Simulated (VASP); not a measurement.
A run of VASP 6.6.1 is set up as follows.

The input INCAR:

```
SYSTEM = Li
ALGO = Normal
EDIFF = 1E-7
ENCUT = 520
GGA = PE
ISIF = 2
ISMEAR = -1
LASPH = .TRUE.
LCHARG = .FALSE.
LREAL = Auto
LWAVE = .FALSE.
NBANDS = 38
NELM = 80
PREC = Accurate
SIGMA = 0.16
```

KPOINTS

```
k-points
0
G
  2 2 2
  0 0 0
```

POSCAR

```
Li
1.0
    7.2551090000      0.0000000000      0.0000000000
    0.0000000000      7.7608440000      0.0000000000
    0.0000000000      0.0000000000      7.2421300000
Li
16
Direct
   -0.0196137646     -0.0914333544     -0.0755578815
    0.5659597947     -0.0135165711     -0.0641800133
    0.1208803341      0.4390501858     -0.3064844183
   -0.0790063940      0.1046277956      0.2972329964
    0.2752543070      0.1611036119      0.1560314438
    0.4092839956      0.4118108804      0.0153269825
    0.5531550250      0.0325222360      0.4009317701
    0.7735652214      0.2168836276     -0.0255449709
    0.0358368151      0.4083834181      0.3156391835
    0.2126501476      0.8105819419      0.3436143786
    0.3441850426      0.2130567242      0.6364564016
    0.6274061492      0.4127901553      0.4186751688
    0.7840130314      0.7836518812      0.1412982092
    0.8036819295      0.0650960128      0.6359731184
    0.2255651845      0.7474573642      0.9464204592
    0.7788580433      0.5962495832      0.7675780468
```

Potentials or basis: VASP PAW PBE potentials, release 64 (Li_sv).

Launch:

```console
$ cat potpaw_PBE.64/Li_sv/POTCAR > POTCAR
$ mpirun -np 1 vasp_std > vasp.out
```

What does it give for the band gap on the k mesh?

Zero (bands 24 and 25 overlap by 0.48 eV).

Predict the largest force.

1.037 eV/Å.

Forces on the atoms (eV/Å):
```
Li  -0.091  0.964 -0.373
Li  -0.658 -0.400 -0.112
Li  -0.358  0.241  0.264
Li   0.085 -0.402 -0.129
Li  -0.190 -0.590 -0.018
Li   0.361  0.476 -0.130
Li  -0.191 -0.246 -0.576
Li   0.316  0.818  0.202
Li   0.100  0.615 -0.241
Li  -0.109 -0.100  0.190
Li   0.136 -0.507  0.140
Li  -0.111 -0.075 -0.118
Li  -0.309 -0.564  0.687
Li   0.392  0.136  0.186
Li   0.860 -0.554  0.012
Li  -0.233  0.187  0.015
```

Caveat: the k points lie up to 0.43 Å⁻¹ apart; the atoms stand as in a frame of molecular dynamics; forces of over 1 eV/Å act on the atoms, so gaps and moduli don't describe the material at rest.
